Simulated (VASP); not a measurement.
# Al (Fm-3m) in VASP: a series of runs

The runs below take Al through relaxation of cell and atoms, with PBEsol.

All numbers are computed with VASP 6.6.1; they aren't measurements. Logs are shortened: lines on timing, memory, paths and dates and some standing lists are left out, and cuts for length are marked.

## Step 1: The cell of the first run

The structure is cubic, space group Fm-3m (No. 225). Conventional cell: a = 3.831 Å, b = 3.831 Å, c = 3.831 Å, α = 90.00°, β = 90.00°, γ = 90.00°. Within 3.6 Å of Al (site symmetry m-3m) lie 12 Al at 2.71 Å.

## Step 2: Relaxation of cell and atoms, PBEsol, target pressure 15 GPa, at which the enthalpy is minimised

The input, INCAR:

```
SYSTEM = Al
PREC = Accurate
ENCUT = 600
EDIFF = 1E-6
ISMEAR = 0
SIGMA = 0.1
LREAL = .FALSE.
LASPH = .TRUE.
NELM = 100
ALGO = Normal
ISIF = 3
LWAVE = .FALSE.
LCHARG = .FALSE.
GGA = PS
IBRION = 2
NSW = 70
EDIFFG = -0.008
PSTRESS = 150.0
```

The input, KPOINTS:

```
Automatic mesh
0
G
  18 18 18
  0 0 0
```

The input, POSCAR:

```
Al
1.0
    0.0000000000      1.9154749918      1.9154749918
    1.9154749918      0.0000000000      1.9154749918
    1.9154749918      1.9154749918      0.0000000000
Al
1
Direct
    0.0000000000      0.0000000000      0.0000000000
```

Potentials or basis: VASP PAW PBE potentials, release 64 (Al).

On the command line:

```sh
$ cat potpaw_PBE.64/Al/POTCAR > POTCAR
$ mpirun -np 1 vasp_std > vasp.out
```

OUTCAR:

```text
SYSTEM = Al
   PREC = Accurate
   ENCUT = 600
   EDIFF = 1E-6
   ISMEAR = 0
   LREAL = .FALSE.
   LASPH = .TRUE.
   NELM = 100
   ISIF = 3
   GGA = PS
   IBRION = 2
   NSW = 70
   EDIFFG = -0.008
   PSTRESS = 150.0

 ion  position               nearest neighbor table
   1  0.000  0.000  0.000-

  LATTYP: Found a face centered cubic cell.
 ALAT       =     3.8309499836

  Lattice vectors:

 A1 = (   0.0000000000,   1.9154749918,   1.9154749918)
 A2 = (   1.9154749918,   0.0000000000,   1.9154749918)
 A3 = (   1.9154749918,   1.9154749918,   0.0000000000)

Analysis of symmetry for initial positions (statically):
=====================================================================
 Subroutine PRICEL returns:
 Original cell was already a primitive cell.

 Routine SETGRP: Setting up the symmetry group for a
 face centered cubic supercell.

 Subroutine GETGRP returns: Found 48 space group operations
[... 9 lines left out ...]

 Routine SETGRP: Setting up the symmetry group for a
 face centered cubic supercell.

 Subroutine GETGRP returns: Found 48 space group operations
[... 11 lines left out ...]
                                     Primitive cell

  volume of cell :      14.0559

  direct lattice vectors                    reciprocal lattice vectors
     0.000000000  1.915474992  1.915474992    -0.261031860  0.261031860  0.261031860
     1.915474992  0.000000000  1.915474992     0.261031860 -0.261031860  0.261031860
     1.915474992  1.915474992  0.000000000     0.261031860  0.261031860 -0.261031860

  length of vectors
     2.708890712  2.708890712  2.708890712     0.452120444  0.452120444  0.452120444

  position of ions in fractional coordinates (direct lattice)
     0.000000000  0.000000000  0.000000000

  ion indices of the primitive-cell ions
   primitive index   ion index
                 1           1

----------------------------------------------------------------------------------------

 KPOINTS: Automatic mesh

Automatic generation of k-mesh.
 Grid dimensions read from file:
 generate k-points for:   18   18   18

 Generating k-lattice:

  Cartesian coordinates                     Fractional coordinates (reciprocal lattice)
    -0.014501770  0.014501770  0.014501770     0.055555556  0.000000000  0.000000000
     0.014501770 -0.014501770  0.014501770     0.000000000  0.055555556  0.000000000
     0.014501770  0.014501770 -0.014501770     0.000000000  0.000000000  0.055555556

  Length of vectors
     0.025117802  0.025117802  0.025117802

  Shift w.r.t. Gamma in fractional coordinates (k-lattice)
     0.000000000  0.000000000  0.000000000

 Subroutine IBZKPT returns following result:
 ===========================================

 Found    195 irreducible k-points:

 Following reciprocal coordinates:
            Coordinates               Weight
  0.000000  0.000000  0.000000      1.000000
  0.055556  0.000000  0.000000      8.000000
  0.111111  0.000000  0.000000      8.000000
  0.166667  0.000000  0.000000      8.000000
  0.222222  0.000000  0.000000      8.000000
  0.277778  0.000000  0.000000      8.000000
[... 16 lines left out ...]
 -0.277778  0.055556  0.000000     24.000000
 -0.222222  0.055556  0.000000     24.000000
 [... further k-points ...]
   k-points           NKPTS =    195   k-points in BZ     NKDIM =    195   number of bands    NBANDS=      5
   number of dos      NEDOS =    301   number of ions     NIONS =      1
   total plane-waves  NPLWV =  13824
   dimension x,y,z NGX =    24 NGY =   24 NGZ =   24
   dimension x,y,z NGXF=    48 NGYF=   48 NGZF=   48
   ions per type =               1
   NGX,Y,Z   is equivalent  to a cutoff of  14.73, 14.73, 14.73 a.u.
   NGXF,Y,Z  is equivalent  to a cutoff of  29.46, 29.46, 29.46 a.u.
 SYSTEM =  Al
   PREC   = accura    normal or accurate (medium, high low for compatibility)
   ISTART =      0    job   : 0-new  1-cont  2-samecut
   ICHARG =      2    charge: 1-file 2-atom 10-const
   ISPIN  =      1    spin polarized calculation?
   LNONCOLLINEAR =      F non collinear calculations
   LSORBIT =      F    spin-orbit coupling
   LASPH  =      T    aspherical Exc in radial PAW
   ENCUT  =  600.0 eV  44.10 Ry    6.64 a.u.   5.41  5.41  5.41*2*pi/ulx,y,z
   NELM   =    100;   NELMIN=  2; NELMDL= -5     # of ELM steps
   EDIFF  = 0.1E-05   stopping-criterion for ELM
   LREAL  =      F    real-space projection
   EDIFFG = -.8E-02   stopping-criterion for IOM
   NSW    =     70    number of steps for IOM
   IBRION =      2    ionic relax: 0-MD 1-quasi-New 2-CG
   NFREE  =      1    steps in history (QN), initial steepest desc. (CG)
   ISIF   =      3    stress and relaxation
   ISYM   =      2    0-nonsym 1-usesym 2-fastsym
   POTIM  = 0.5000    time-step for ionic-motion
   TEBEG  =    0.0;   TEEND  =   0.0 temperature during run
   PSTRESS=  150.0 pullay stress
   NELECT =       3.0000    total number of electrons
   NUPDOWN=      -1.0000    fix difference up-down
   EMIN   =  10.00;   EMAX   =-10.00  energy-range for DOS
   EFERMI =   0.00;   METHOD = LEGACY
   ISMEAR =     0;   SIGMA  =   0.10  broadening in eV -4-tet -1-fermi 0-gaus
   EFERMI_NEDOS =   21; number of points for ismear=-14 and -15
   IALGO  =     38    algorithm
   IMIX   =      4    mixing-type and parameters
     AMIX     =   0.40;   BMIX     =  1.00
     AMIX_MAG =   1.60;   BMIX_MAG =  1.00
  volume/ion in A,a.u.               =      14.06        94.85
  Fermi-wavevector in a.u.,A,eV,Ry     =   0.978353  1.848818 13.023142  0.957174
  Thomas-Fermi vector in A             =   2.109122
   LORBIT       =      0    0 simple, 1 ext, 2 COOP (PROOUT), +10 PAW based schemes
   GGA     = PS    functional components
   LHFCALC =     F    Hartree Fock is set to
   AEXX    =    0.0000 exact exchange contribution
   IVDW    =     0    specifies the selected vdW correction
   LEPSILON=     F    determine dielectric tensor
   LRPA    =     F    only Hartree local field effects (RPA)
 conjugate gradient relaxation of ions
 non-spin polarized calculation
 Gauss-broadening in eV      SIGMA  =   0.10
  energy-cutoff  :      600.00
  volume of cell :       14.06
 maximum number of plane-waves:       489
 NGX is ok and might be reduce to    24
   NGX = 11   NGY = 11   NGZ = 11

--------------------------------------- Ionic step        1  -------------------------------------------

 number of electron       3.0000000 magnetization

 Free energy of the ion-electron system (eV)
  ---------------------------------------------------
  ext. energy  EPLUGINS =         0.00000000
  ---------------------------------------------------
  free energy    TOTEN  =        -3.99796629 eV

  energy without entropy =       -3.99583875  energy(sigma->0) =       -3.99690252

------------------------ aborting loop because EDIFF is reached ----------------------------------------

  FORCE on cell =-STRESS in cart. coord.  units (eV):
  Direction    XX          YY          ZZ          XY          YZ          ZX
  --------------------------------------------------------------------------------------
  -------------------------------------------------------------------------------------
  Total        1.3915615      1.3915615      1.3915615     -0.0000000     -0.0000000      0.0000000
  in kB      158.6183846    158.6183846    158.6183846     -0.0000000     -0.0000000      0.0000000
  external PRESSURE =       8.6183846 kB  Pullay stress =     150.0000000 kB

 VOLUME and BASIS-vectors are now :
 -----------------------------------------------------------------------------
  energy-cutoff  :      600.00
  volume of cell :       14.06
      direct lattice vectors                 reciprocal lattice vectors
     0.000000000  1.915474992  1.915474992    -0.261031860  0.261031860  0.261031860
     1.915474992  0.000000000  1.915474992     0.261031860 -0.261031860  0.261031860
     1.915474992  1.915474992  0.000000000     0.261031860  0.261031860 -0.261031860
[... 44 lines left out ...]
  FREE ENERGIE OF THE ION-ELECTRON SYSTEM (eV)
  ---------------------------------------------------
  free  energy   TOTEN  =        -4.0124764874 eV

  energy  without entropy=       -4.0102537258  energy(sigma->0) =       -4.01136511

  enthalpy is  TOTEN    =        -2.6820714871 eV   P V=        1.3304050003

--------------------------------------- Ionic step        3  -------------------------------------------

 number of electron       3.0000000 magnetization

 Free energy of the ion-electron system (eV)
  ---------------------------------------------------
  ext. energy  EPLUGINS =         0.00000000
  ---------------------------------------------------
  free energy    TOTEN  =        -4.00591354 eV

  energy without entropy =       -4.00373509  energy(sigma->0) =       -4.00482431

 E-fermi :   9.6509     XC(G=0): -10.8338

 val. band max:        9.6183249342   @ k =   0.5000   0.4444   0.0556
 cond. band min:       9.7111070711   @ k =  -0.3333   0.4444   0.1111
 fundamental gap:      0.0927821369
 Fermi energy:         9.6509339349

 k-point     1 :       0.0000    0.0000    0.0000
  band No.  band energies     occupation
      1      -2.5840      2.00000
      2      23.1362      0.00000
      3      23.1362      0.00000
      4      23.1362      0.00000
      5      25.8783      0.00000

 k-point     2 :       0.0556    0.0000    0.0000
  band No.  band energies     occupation
      1      -2.4911      2.00000
      2      21.6792      0.00000
      3      22.9311      0.00000
      4      22.9311      0.00000
      5      26.2019      0.00000

 k-point     3 :       0.1111    0.0000    0.0000
  band No.  band energies     occupation
      1      -2.2129      2.00000
      2      19.3106      0.00000
      3      22.5134      0.00000
      4      22.5134      0.00000
      5      26.0899      0.00000
[... 153 lines left out ...]
 k-point    23 :      -0.2778    0.0556    0.0000
  band No.  band energies     occupation
      1       0.1108      2.00000
      2      11.6545      0.00000
      3      19.7322      0.00000
      4      22.7875      0.00000
      5      23.9761      0.00000

 k-point    24 :      -0.2222    0.0556    0.0000
  band No.  band energies     occupation
      1      -0.7705      2.00000
      2      13.8386      0.00000
      3      19.9114      0.00000
      4      22.9614      0.00000
      5      25.0078      0.00000

 [... further k-points ...]
[... 5 lines left out ...]
  --------------------------------------------------------------------------------------
  -------------------------------------------------------------------------------------
  Total        1.3241544      1.3241544      1.3241544      0.0000000      0.0000000      0.0000000
  in kB      150.0538561    150.0538561    150.0538561      0.0000000      0.0000000      0.0000000
  external PRESSURE =       0.0538561 kB  Pullay stress =     150.0000000 kB

 VOLUME and BASIS-vectors are now :
 -----------------------------------------------------------------------------
  energy-cutoff  :      600.00
  volume of cell :       14.14
      direct lattice vectors                 reciprocal lattice vectors
    -0.000000000  1.919216725  1.919216725    -0.260522948  0.260522948  0.260522948
     1.919216725 -0.000000000  1.919216725     0.260522948 -0.260522948  0.260522948
     1.919216725  1.919216725  0.000000000     0.260522948  0.260522948 -0.260522948

 POSITION                                       TOTAL-FORCE (eV/Angst)
 -----------------------------------------------------------------------------------
      0.00000      0.00000      0.00000         0.000000      0.000000      0.000000
 -----------------------------------------------------------------------------------
    total drift:                               -0.000000      0.000000      0.000000

  FREE ENERGIE OF THE ION-ELECTRON SYSTEM (eV)
  ---------------------------------------------------
  free  energy   TOTEN  =        -4.0059135419 eV

  energy  without entropy=       -4.0037350861  energy(sigma->0) =       -4.00482431

  enthalpy is  TOTEN    =        -2.6822343815 eV   P V=        1.3236791604

 reached required accuracy - stopping structural energy minimisation
```

Run time: 21 s. Hardware: 1 thread of Intel Xeon 8259CL, shared host; peak memory 0.14 GiB.

Results:

```yaml
Free_energy: -4.0059 eV
Relaxed_volume: 14.14 Å³/atom
Relaxed_cell: a = 2.714 Å, b = 2.714 Å, c = 2.714 Å, α = 60.00°, β = 60.00°, γ = 60.00°
Space_group_after_relaxing_to_0.05_Å: Fm-3m (No. 225)
Energy_change_on_relaxing_the_enthalpy_is_what_falls: -7.9 meV/atom
Ionic_steps: 3
Pressure_after_relaxing: 15.0 GPa
```

The path:
```
step  energy change (eV)  largest force (eV/Å)  pressure (GPa)  volume (Å³)
   1              0.0000                0.0000           15.86        14.06
   2             -0.0145                0.0000           14.28        14.21
   3             -0.0079                0.0000           15.01        14.14
```

Final structure:
```cif
data_structure
_symmetry_space_group_name_H-M 'P 1'
_symmetry_Int_Tables_number 1
_cell_length_a 2.7142
_cell_length_b 2.7142
_cell_length_c 2.7142
_cell_angle_alpha 60.000
_cell_angle_beta 60.000
_cell_angle_gamma 60.000
_cell_volume 14.14
loop_
_atom_site_label
_atom_site_type_symbol
_atom_site_fract_x
_atom_site_fract_y
_atom_site_fract_z
_atom_site_occupancy
Al1 Al 0.00000 0.00000 0.00000 1
```

Caveat: the cell is relaxed towards a set pressure, so the enthalpy falls and the energy may rise; the PAW data sets were made with another functional, which shifts forces and pressure a little.

(Part 1 of 2 ends here.)
